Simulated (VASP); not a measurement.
A run of VASP 6.6.1 is set up as follows.

File INCAR:

```
PREC = Accurate
ENCUT = 600
EDIFF = 1E-6
ISMEAR = 0
SIGMA = 0.1
LREAL = F
LASPH = T
NELM = 60
ALGO = Fast
ISIF = 3
LWAVE = F
LCHARG = F
GGA = CA
IBRION = 2
NSW = 100
EDIFFG = -0.005
```

KPOINTS

```
Automatic mesh
0
Gamma
  18 18 18
```

POSCAR

```
Al2Ru
1.0
   -1.5604216200      1.5604216200      4.2218055900
    1.5604216200     -1.5604216200      4.2218055900
    1.5604216200      1.5604216200     -4.2218055900
Al Ru
2 1
Direct
    0.6592021900      0.6592021900      0.0000000000
    0.3407978100      0.3407978100      0.0000000000
    0.0000000000      0.0000000000      0.0000000000
```

Potentials or basis: VASP PAW LDA potentials, release 64 (Al, Ru_pv).

Launch:

```bash
$ cat potpaw_LDA.64/Al/POTCAR potpaw_LDA.64/Ru_pv/POTCAR > POTCAR
$ mpirun -np 1 vasp_std > vasp.out
```

Question: Estimate the relaxed cell.

Answer: a = 4.718 Å, b = 4.718 Å, c = 4.718 Å, α = 141.63°, β = 141.63°, γ = 55.39°.

Question: Estimate the space group after relaxing (to 0.1 Å).

Answer: I4/mmm (No. 139).

Final structure:
```xyz
3
Lattice="-1.5507 1.5507 4.1776 1.5507 -1.5507 4.1776 1.5507 1.5507 -4.1776" Properties=species:S:1:pos:R:3 pbc="T T T"
Al    0.0000    0.0000    5.5073
Al    0.0000    0.0000    2.8479
Ru    0.0000    0.0000    0.0000
```
